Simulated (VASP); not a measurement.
Input of a VASP 6.6.1 run:

INCAR

```
PREC = Accurate ; ENCUT = 520
EDIFF = 1E-7 ; ISMEAR = 0
SIGMA = 0.01 ; LREAL = Auto
LASPH = True ; NELM = 100
ALGO = Normal ; ISIF = 2
LWAVE = False ; LCHARG = False
GGA = PE ; NBANDS = 82
NELECT = 122.0
```

KPOINTS

```
Automatic mesh
0
Gamma
  2 2 2
  0.5 0.5 0.5
```

The input POSCAR:

```
Al16N15
1.0
   -4.4031742015      4.4031742015     -4.4031742015
    4.4031742015     -4.4031742015     -4.4031742015
   -4.4031742015     -4.4031742015      4.4031742015
Al N
16 15
Direct
    0.4999572165      0.2573073364      0.2501207527
    0.2511152266      0.2505134975      0.5007573749
   -0.0003765309      0.2490413354      0.7497993305
    0.7578108485     -0.0000916345      0.2501827866
    0.7506242137      0.2504688246      0.0012380633
    0.5000714554     -0.0000780277      0.5076922676
    0.2495692823     -0.0000549721      0.7506822639
    0.0005620498      0.7493682552      0.2501711353
    1.0005447058      0.9999214349      0.9996569894
    0.7505708755      0.7508647765      0.5007222956
    0.5001020423      0.7494209506      0.7507322391
    0.2495345612      0.5004436952      0.2501906873
    0.2429535218      0.7428980883     -0.0068767177
   -0.0003945810      0.4994998233      0.4992441210
    0.7490769735      0.4994325903      0.7497244888
    0.5000252133      0.5003991518     -0.0003562689
    0.2503906210     -0.0000468640      0.4992287287
    0.0000883592     -0.0000766375      0.7501369002
    0.7491548815      0.7502195770      0.2502026175
    0.7491051648     -0.0000823011      0.0005226863
    0.5001135002      0.7502553328      0.4992944275
    0.2510143571      0.7509176412      0.7514808220
    0.0001186573      0.5000073715      0.2502965532
    0.0013155653      0.7508790732      0.0011736241
    0.7496854071      0.4985366724      0.4997931353
    0.5000447075      0.4999156265      0.7501976365
    0.2503528717      0.2490292671      0.2502278047
    0.2511061663      0.5013515398      0.0012412057
   -0.0011666886      0.2496378611      0.4998718009
    0.7497653566      0.2496093858      0.7489450550
    0.5000112466      0.2489859008      0.0004788296
```

Potentials or basis: VASP PAW PBE potentials, release 64 (Al, N).

Launch:

```bash
$ cat potpaw_PBE.64/Al/POTCAR potpaw_PBE.64/N/POTCAR > POTCAR
$ mpirun -np 1 vasp_std > vasp.out
```

What does it give for the largest force?

0.033 eV/Å.

Forces on the atoms (eV/Å):
```
Al  -0.002 -0.001 -0.004
Al   0.005  0.001  0.010
Al  -0.005  0.003 -0.007
Al   0.002 -0.010  0.008
Al   0.008  0.001 -0.001
Al   0.001  0.000  0.000
Al   0.006  0.009 -0.005
Al   0.003 -0.014  0.001
Al   0.002 -0.002  0.001
Al  -0.002  0.004  0.000
Al   0.013  0.003 -0.003
Al  -0.011  0.001  0.001
Al   0.009  0.012  0.007
Al  -0.008 -0.003  0.001
Al  -0.005 -0.003 -0.005
Al  -0.008 -0.001  0.001
N    0.016 -0.013  0.014
N   -0.001 -0.010  0.004
N   -0.013  0.015  0.020
N    0.018  0.017 -0.022
N   -0.012  0.017  0.016
N    0.006  0.011 -0.017
N    0.004  0.010  0.004
N    0.015 -0.014  0.007
N   -0.019 -0.021 -0.014
N   -0.004  0.000 -0.006
N    0.017 -0.008  0.018
N   -0.012  0.015  0.017
N   -0.017 -0.023 -0.012
N   -0.015 -0.017 -0.016
N    0.007  0.020 -0.018
```

Caveat: the cell carries a net charge on a neutralising background, which shifts energy and pressure.
